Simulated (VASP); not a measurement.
# W31Se64 (a cell with a defect) in VASP: single point with PBE

Aim: the single point of W31Se64 (a cell with a defect) with PBE.

Program: VASP 6.6.1. These are calculated values, not measurements. Logs are shortened: lines on timing, memory, paths and dates and some standing lists are left out, and cuts for length are marked.

**1. The cell of the first run**

The cell holds a defect, 95 atoms: a = 13.000 Å, b = 13.000 Å, c = 12.826 Å, α = 90.00°, β = 90.00°, γ = 120.00°.

**2. Single point, PBE**

File INCAR:

```
SYSTEM = W31Se64
ALGO = Normal
EDIFF = 1E-6
ENCUT = 400
GGA = PE
GGA_COMPAT = .False.
ISIF = 2
ISMEAR = 0
LASPH = .True.
LCHARG = .False.
LREAL = Auto
LWAVE = .False.
NBANDS = 462
NELM = 120
PREC = Accurate
SIGMA = 0.01
```

File KPOINTS:

```
k-points
0
Gamma
  1 1 1
  0 0 0
```

File POSCAR:

```
W31Se64
1.0
   12.9997095243      0.0000001098      0.0000000000
   -6.4998548573     11.2580786350      0.0000000000
    0.0000000000      0.0000000000     12.8261208300
W Se
31 64
Direct
    0.1665588673      0.0838485939      0.7504326636
    0.0834945090      0.1669516419      0.2504429857
    0.1670905168      0.3335959433      0.7502383837
    0.0847157954      0.4174804080      0.2497176930
    0.1670900385      0.5838824467      0.7502115278
    0.0843707614      0.6665946983      0.2502829987
    0.1666068624      0.8334450215      0.7503611349
    0.0816717786      0.9168593738      0.2510382213
    0.4169913791      0.0838259464      0.7504674308
    0.3337471593      0.1689535380      0.2499553319
    0.4171219528      0.3341389457      0.7502728975
    0.3354912815      0.4226010233      0.2447041861
    0.4168872556      0.5836687769      0.7505939884
    0.3323066683      0.6684879739      0.2513832016
    0.4169154124      0.8335085749      0.7503648832
    0.3329548925      0.9176360475      0.2503904317
    0.6665405847      0.0833249751      0.7506012365
    0.5838807365      0.1660785020      0.2506485136
    0.6666194142      0.3336078484      0.7505046609
    0.5884775196      0.4174142534      0.2516344750
    0.6670394075      0.5833617303      0.7504595997
    0.6667118460      0.8334530865      0.7503253900
    0.5820401920      0.9179676409      0.2486715883
    0.9167889961      0.0833068488      0.7506229506
    0.8329280874      0.1656645317      0.2509873256
    0.9167836132      0.3336105212      0.7504027097
    0.8344808538      0.4159637110      0.2505454280
    0.9167994453      0.5837991244      0.7504340759
    0.8335182690      0.6624009219      0.2501637787
    0.9162410435      0.8332742386      0.7507048310
    0.8280870379      0.9149390668      0.2559751075
    0.0834222053      0.1671087504      0.8822263503
    0.1671976779      0.0846879644      0.3820258862
    0.0832953475      0.1669671413      0.6186402738
    0.1659700263      0.0834139932      0.1189388989
    0.0838111007      0.4170466817      0.8816974490
    0.1709486638      0.3369853503      0.3804764631
    0.0837208753      0.4170465138      0.6188655725
    0.1654240087      0.3326200127      0.1176054950
    0.0835213905      0.6669266108      0.8819732309
    0.1667568045      0.5831075836      0.3823262068
    0.0834434411      0.6669488586      0.6186619763
    0.1679972677      0.5835553044      0.1174054711
    0.0830854754      0.9168642024      0.8819546535
    0.1657684277      0.8334923943      0.3818179909
    0.0829109263      0.9168117269      0.6190954913
    0.1653964045      0.8337926959      0.1192375938
    0.3335792825      0.1674283516      0.8818232956
    0.4167264718      0.0850693416      0.3816850884
    0.3335709320      0.1673823074      0.6189446548
    0.4170622407      0.0849452721      0.1190623117
    0.3335899457      0.4170752222      0.8823041814
    0.4191194837      0.3392711316      0.3788403576
    0.3339111905      0.4177367905      0.6183249938
    0.4201109385      0.3366508645      0.1189210037
    0.3336437191      0.6670137771      0.8820146651
    0.4357265891      0.6002547241      0.3685832071
    0.3337850071      0.6668474939      0.6183225065
    0.4172767749      0.5831880025      0.1132955775
    0.3334476011      0.9168584171      0.8818200140
    0.4165140313      0.8344717865      0.3819149008
    0.3335640186      0.9170099506      0.6189702708
    0.4157690098      0.8341039811      0.1184368440
    0.5834595581      0.1669380037      0.8822057465
    0.6667847038      0.0819288677      0.3832174314
    0.5834896206      0.1669233343      0.6188832682
    0.6673615931      0.0840135436      0.1182993980
    0.5836232780      0.4171590556      0.8824217299
    0.6683433131      0.3314493176      0.3827115661
    0.5836850114      0.4170223955      0.6184257237
    0.6684113435      0.3327834288      0.1182791390
    0.5838134770      0.6669017129      0.8820061430
    0.6673860987      0.5797660989      0.3828657235
    0.5833978398      0.6665108419      0.6189489150
    0.6696166768      0.5844480668      0.1205902057
    0.5835108357      0.9166226022      0.8824430943
    0.6664529047      0.8308408956      0.3857841142
    0.5835264031      0.9167454756      0.6187645344
    0.6503914764      0.8155089560      0.1308911662
    0.8333353887      0.1666924346      0.8819837857
    0.9177405957      0.0849336174      0.3831334729
    0.8333738269      0.1665690673      0.6191145056
    0.9135636094      0.0795645586      0.1202155163
    0.8334862471      0.4170518971      0.8819176089
    0.9182007128      0.3332356846      0.3821535474
    0.8333482150      0.4169578671      0.6189800078
    0.9170777976      0.3323150413      0.1187048655
    0.8333248102      0.6666836513      0.8825506530
    0.9180450044      0.5819867943      0.3829354995
    0.8332758504      0.6668236141      0.6185488052
    0.9186950833      0.5822240022      0.1184955148
    0.8326471507      0.9165159059      0.8825655394
    0.9142131971      0.8307898855      0.3823224852
    0.8332735451      0.9167678113      0.6185818700
    0.9114260380      0.8312627774      0.1222299328
```

Potentials or basis: VASP PAW PBE potentials, release 64 (W_sv, Se).

The run is started by

```sh
$ cat potpaw_PBE.64/W_sv/POTCAR potpaw_PBE.64/Se/POTCAR > POTCAR
$ mpirun -np 1 vasp_gam > vasp.out
```

OUTCAR:

```text
SYSTEM = W31Se64
   EDIFF = 1E-6
   ENCUT = 400
   GGA = PE
   ISIF = 2
   ISMEAR = 0
   LASPH = .True.
   LREAL = Auto
   NELM = 120
   PREC = Accurate

 ion  position               nearest neighbor table
   1  0.167  0.084  0.750-  34 2.52  32 2.52  46 2.52  48 2.53  50 2.53  44 2.53   3 3.24  24 3.24
                            11 3.26   7 3.26   9 3.26  30 3.26
   2  0.083  0.167  0.250-  35 2.52  33 2.52  81 2.53  39 2.53  37 2.54  83 2.54   8 3.24  10 3.24
                             4 3.25  25 3.25  31 3.30  12 3.30
   3  0.167  0.334  0.750-  36 2.52  38 2.52  34 2.52  32 2.53  52 2.53  54 2.53   1 3.24  11 3.25
                            13 3.25   5 3.25  24 3.25  26 3.25
   4  0.085  0.417  0.250-  37 2.52  39 2.52  41 2.52  43 2.53  87 2.53  85 2.53  12 3.23   6 3.24
                            14 3.24  27 3.24   2 3.25  25 3.27
   5  0.167  0.584  0.750-  38 2.52  42 2.52  36 2.52  56 2.52  40 2.52  58 2.53  15 3.25   7 3.25
                            13 3.25  28 3.25   3 3.25  26 3.25
   6  0.084  0.667  0.250-  91 2.52  41 2.52  47 2.52  45 2.53  89 2.53  43 2.53  14 3.21  29 3.23
                             4 3.24  16 3.25  27 3.25   8 3.27
   7  0.167  0.833  0.750-  40 2.52  42 2.52  60 2.52  46 2.52  62 2.52  44 2.53  28 3.25   5 3.25
                            15 3.25  30 3.25   9 3.25   1 3.26
   8  0.082  0.917  0.251-  45 2.52  47 2.53  35 2.53  93 2.53  33 2.53  95 2.53   2 3.24  16 3.26
                            29 3.27   6 3.27  10 3.28  31 3.28
   9  0.417  0.084  0.750-  66 2.52  64 2.52  62 2.52  60 2.52  48 2.52  50 2.53  19 3.25  17 3.25
[... 95 lines left out ...]
  82  0.833  0.167  0.619-  24 2.52  17 2.52  26 2.52
  83  0.914  0.080  0.120-  25 2.52   2 2.54  31 2.54
  84  0.833  0.417  0.882-  28 2.52  26 2.52  19 2.52
  85  0.918  0.333  0.382-  27 2.52  25 2.53   4 2.53
[... 8 lines left out ...]
  94  0.833  0.917  0.619-  22 2.52  24 2.53  30 2.53
  95  0.911  0.831  0.122-  29 2.51   8 2.53  31 2.55

  LATTYP: Found a hexagonal cell.
 ALAT       =    12.9997095243
 C/A-ratio  =     0.9866467251

  Lattice vectors:

 A1 = (  12.9997095243,   0.0000001098,   0.0000000000)
 A2 = (  -6.4998548573,  11.2580786350,   0.0000000000)
 A3 = (   0.0000000000,   0.0000000000,  12.8261208300)

Analysis of symmetry for initial positions (statically):
=====================================================================
 Subroutine PRICEL returns:
 Original cell was already a primitive cell.

 Routine SETGRP: Setting up the symmetry group for a
 hexagonal supercell.

 Subroutine GETGRP returns: Found  1 space group operations
 (whereof  1 operations were pure point group operations)
 out of a pool of 24 trial point group operations.

The static configuration has the point symmetry C_1 .

Analysis of symmetry for dynamics (positions and initial velocities):
=====================================================================
 Subroutine PRICEL returns:
 Original cell was already a primitive cell.

 Routine SETGRP: Setting up the symmetry group for a
 hexagonal supercell.

 Subroutine GETGRP returns: Found  1 space group operations
 (whereof  1 operations were pure point group operations)
 out of a pool of 24 trial point group operations.

The dynamic configuration has the point symmetry C_1 .

 Subroutine INISYM returns: Found  1 space group operations
 (whereof  1 operations are pure point group operations),
 and found     1 'primitive' translations
[... 238 lines left out ...]
   k-points           NKPTS =      1   k-points in BZ     NKDIM =      1   number of bands    NBANDS=    462
   number of dos      NEDOS =    301   number of ions     NIONS =     95
   total plane-waves  NPLWV = 680400
   dimension x,y,z NGX =    90 NGY =   90 NGZ =   84
   dimension x,y,z NGXF=   180 NGYF=  180 NGZF=  168
   ions per type =              31  64
   NGX,Y,Z   is equivalent  to a cutoff of  11.51, 11.51, 10.89 a.u.
   NGXF,Y,Z  is equivalent  to a cutoff of  23.02, 23.02, 21.78 a.u.
 SYSTEM =  W31Se64
   PREC   = accura    normal or accurate (medium, high low for compatibility)
   ISTART =      0    job   : 0-new  1-cont  2-samecut
   ICHARG =      2    charge: 1-file 2-atom 10-const
   ISPIN  =      1    spin polarized calculation?
   LNONCOLLINEAR =      F non collinear calculations
   LSORBIT =      F    spin-orbit coupling
   LASPH  =      T    aspherical Exc in radial PAW
   ENCUT  =  400.0 eV  29.40 Ry    5.42 a.u.  21.20 21.20 20.92*2*pi/ulx,y,z
   NELM   =    120;   NELMIN=  2; NELMDL= -5     # of ELM steps
   EDIFF  = 0.1E-05   stopping-criterion for ELM
   LREAL  =      T    real-space projection
   EDIFFG = 0.1E-04   stopping-criterion for IOM
   NSW    =      0    number of steps for IOM
   IBRION =     -1    ionic relax: 0-MD 1-quasi-New 2-CG
   NFREE  =      0    steps in history (QN), initial steepest desc. (CG)
   ISIF   =      2    stress and relaxation
   ISYM   =      2    0-nonsym 1-usesym 2-fastsym
   POTIM  = 0.5000    time-step for ionic-motion
   TEBEG  =    0.0;   TEEND  =   0.0 temperature during run
   PSTRESS=    0.0 pullay stress
   NELECT =     818.0000    total number of electrons
   NUPDOWN=      -1.0000    fix difference up-down
   EMIN   =  10.00;   EMAX   =-10.00  energy-range for DOS
   EFERMI =   0.00;   METHOD = LEGACY
   ISMEAR =     0;   SIGMA  =   0.01  broadening in eV -4-tet -1-fermi 0-gaus
   EFERMI_NEDOS =   21; number of points for ismear=-14 and -15
   IALGO  =     38    algorithm
   IMIX   =      4    mixing-type and parameters
     AMIX     =   0.40;   BMIX     =  1.00
     AMIX_MAG =   1.60;   BMIX_MAG =  1.00
  volume/ion in A,a.u.               =      19.76       133.34
  Fermi-wavevector in a.u.,A,eV,Ry     =   1.241161  2.345455 20.959517  1.540481
  Thomas-Fermi vector in A             =   2.375571
   LORBIT       =      0    0 simple, 1 ext, 2 COOP (PROOUT), +10 PAW based schemes
   GGA     = PE    functional components
   LHFCALC =     F    Hartree Fock is set to
   AEXX    =    0.0000 exact exchange contribution
   IVDW    =     0    specifies the selected vdW correction
   LEPSILON=     F    determine dielectric tensor
   LRPA    =     F    only Hartree local field effects (RPA)
 non-spin polarized calculation
 Gauss-broadening in eV      SIGMA  =   0.01
  energy-cutoff  :      400.00
  volume of cell :     1877.13
 maximum number of plane-waves:     17049
 NGX is ok and might be reduce to    90
   NGX = 43   NGY = 43   NGZ = 41

 number of electron     817.9999855 magnetization

 Free energy of the ion-electron system (eV)
  ---------------------------------------------------
  ext. energy  EPLUGINS =         0.00000000
  ---------------------------------------------------
  free energy    TOTEN  =      -670.80195472 eV

  energy without entropy =     -670.80195472  energy(sigma->0) =     -670.80195472

 E-fermi :   6.7048     XC(G=0): -10.9014

 val. band max:        6.5251781352   @ k =   0.0000   0.0000   0.0000
 cond. band min:       6.8281165372   @ k =   0.0000   0.0000   0.0000
 fundamental gap:      0.3029384020
 Fermi energy:         6.7047773860

 k-point     1 :       0.0000    0.0000    0.0000
  band No.  band energies     occupation
      1     -67.8750      2.00000
      2     -67.8717      2.00000
      3     -67.8219      2.00000
      4     -67.8169      2.00000
      5     -67.7872      2.00000
      6     -67.7838      2.00000
[... 413 lines left out ...]
    420       7.8870      0.00000
    421       7.9086      0.00000
 [bands above 421 left out]

------------------------ aborting loop because EDIFF is reached ----------------------------------------

  FORCE on cell =-STRESS in cart. coord.  units (eV):
  Direction    XX          YY          ZZ          XY          YZ          ZX
  --------------------------------------------------------------------------------------
  -------------------------------------------------------------------------------------
  Total       79.7927660     75.2844706     60.6534439     -3.6229682      0.2647232      0.2279128
  in kB       68.1052901     64.2573377     51.7693596     -3.0923017      0.2259484      0.1945297
  external PRESSURE =      61.3773291 kB  Pullay stress =       0.0000000 kB

 VOLUME and BASIS-vectors are now :
 -----------------------------------------------------------------------------
  energy-cutoff  :      400.00
  volume of cell :     1877.13
      direct lattice vectors                 reciprocal lattice vectors
    12.999709524  0.000000110  0.000000000     0.076924795  0.044412552  0.000000000
    -6.499854857 11.258078635  0.000000000    -0.000000001  0.088825103  0.000000000
     0.000000000  0.000000000 12.826120830     0.000000000  0.000000000  0.077965896

 POSITION                                       TOTAL-FORCE (eV/Angst)
 -----------------------------------------------------------------------------------
      1.62021      0.94397      9.62514        -0.001700      0.000898      0.001110
      0.00024      1.87955      3.21221        -0.007366      0.004457     -0.007534
      0.00380      3.75565      9.62265        -0.000097     -0.002692      0.000506
     -1.61228      4.70003      3.20291        -0.000135      0.001827      0.008100
     -1.62303      6.57339      9.62230         0.000271      0.002089     -0.001479
     -3.23597      7.50458      3.21016        -0.002972      0.003964     -0.001183
[... 87 lines left out ...]
      4.87346     10.32104      7.93401        -0.003910     -0.003200     -0.049289
      6.44519      9.35842      1.56774         0.005469     -0.002605     -0.045670
 -----------------------------------------------------------------------------------
    total drift:                                0.033653      0.015236      0.011231

  FREE ENERGIE OF THE ION-ELECTRON SYSTEM (eV)
  ---------------------------------------------------
  free  energy   TOTEN  =      -670.8019547221 eV

  energy  without entropy=     -670.8019547221  energy(sigma->0) =     -670.80195472
```

It took 48 min on 1 thread of Intel Xeon 8259CL, shared host; peak memory 1.3 GiB.

Results:

| Property | Result |
| --- | --- |
| Free energy | -670.8020 eV |
| Pressure | 6.1 GPa |
| Largest force | 0.061 eV/Å |

Forces in eV/Å, atoms in the order of the input:
```
W   -0.002  0.001  0.001
W   -0.007  0.004 -0.008
W    0.000 -0.003  0.001
W    0.000  0.002  0.008
W    0.000  0.002 -0.001
W   -0.003  0.004 -0.001
W    0.000 -0.001  0.005
W   -0.002 -0.006 -0.006
W   -0.002  0.002  0.001
W    0.003  0.001  0.008
W   -0.004  0.001 -0.004
W   -0.019 -0.019  0.003
W   -0.001  0.000 -0.006
W   -0.002 -0.024  0.007
W    0.001  0.000 -0.008
W   -0.007  0.002 -0.001
W   -0.002 -0.001 -0.009
W   -0.003  0.002 -0.007
W    0.001 -0.003  0.004
W    0.006 -0.014 -0.006
W    0.001 -0.001 -0.003
W    0.000  0.002  0.004
W    0.016  0.013  0.010
W    0.003 -0.003 -0.001
W   -0.004  0.004  0.001
W    0.001  0.000  0.002
W    0.004  0.000  0.004
W   -0.002  0.002 -0.006
W    0.009 -0.010 -0.016
W   -0.003  0.003 -0.003
W    0.002  0.014 -0.003
Se   0.000  0.001  0.046
Se   0.007 -0.008  0.049
Se   0.000  0.006 -0.048
Se   0.006 -0.008 -0.049
Se  -0.001 -0.004  0.044
Se   0.006  0.014  0.053
Se   0.000  0.002 -0.048
Se  -0.002 -0.006 -0.051
Se  -0.003  0.001  0.046
Se  -0.004  0.007  0.044
Se   0.001  0.006 -0.049
Se   0.006  0.005 -0.051
Se  -0.002 -0.001  0.045
Se  -0.002  0.005  0.051
Se  -0.002  0.005 -0.049
Se  -0.003  0.000 -0.049
Se  -0.001  0.004  0.055
Se  -0.010 -0.006  0.045
Se  -0.002  0.008 -0.051
Se  -0.018 -0.010 -0.051
Se   0.005  0.003  0.051
Se  -0.001 -0.014  0.051
Se   0.005 -0.003 -0.043
Se  -0.005  0.017 -0.054
Se   0.001 -0.004  0.061
Se   0.014  0.020  0.020
Se   0.005 -0.001 -0.055
Se   0.023  0.004 -0.011
Se  -0.001 -0.002  0.046
Se   0.008  0.007  0.048
Se   0.005  0.003 -0.048
Se   0.008  0.002 -0.056
Se   0.000  0.001  0.049
Se  -0.005  0.007  0.060
Se   0.000  0.012 -0.049
Se   0.002  0.003 -0.042
Se  -0.001  0.005  0.051
Se   0.015 -0.010  0.046
Se  -0.002 -0.001 -0.049
Se   0.005 -0.001 -0.053
Se  -0.005  0.001  0.046
Se  -0.032  0.032  0.037
Se   0.001 -0.004 -0.056
Se  -0.032  0.028 -0.022
Se   0.007 -0.003  0.052
Se   0.017 -0.010  0.018
Se   0.002 -0.004 -0.054
Se  -0.002 -0.032 -0.026
Se   0.001 -0.001  0.058
Se   0.002 -0.007  0.059
Se  -0.001  0.001 -0.049
Se  -0.002  0.001 -0.052
Se   0.002 -0.002  0.046
Se  -0.007 -0.005  0.053
Se  -0.005  0.002 -0.049
Se  -0.006 -0.003 -0.050
Se   0.000 -0.001  0.047
Se   0.000 -0.004  0.053
Se   0.001 -0.002 -0.048
Se   0.007 -0.009 -0.041
Se  -0.005 -0.005  0.047
Se   0.011 -0.011  0.049
Se  -0.004 -0.003 -0.049
Se   0.005 -0.003 -0.046
```

Stress tensor (GPa, compression positive):
```
 6.81 -0.31  0.02
-0.31  6.43  0.02
 0.02  0.02  5.18
```

Levels at points of the mesh, in eV from the Fermi level:
| k point | band 406 | band 407 | band 408 | band 409 | band 410 | band 411 | band 412 | band 413 |
| --- | --- | --- | --- | --- | --- | --- | --- | --- |
| (0.00, 0.00, 0.00) | -0.82 | -0.44 | -0.22 | -0.18 | 0.12 | 0.14 | 0.17 | 1.10 |

Caveat: the k points lie up to 0.56 Å⁻¹ apart; spin-orbit coupling is left out, which moves the levels of the heavy elements.
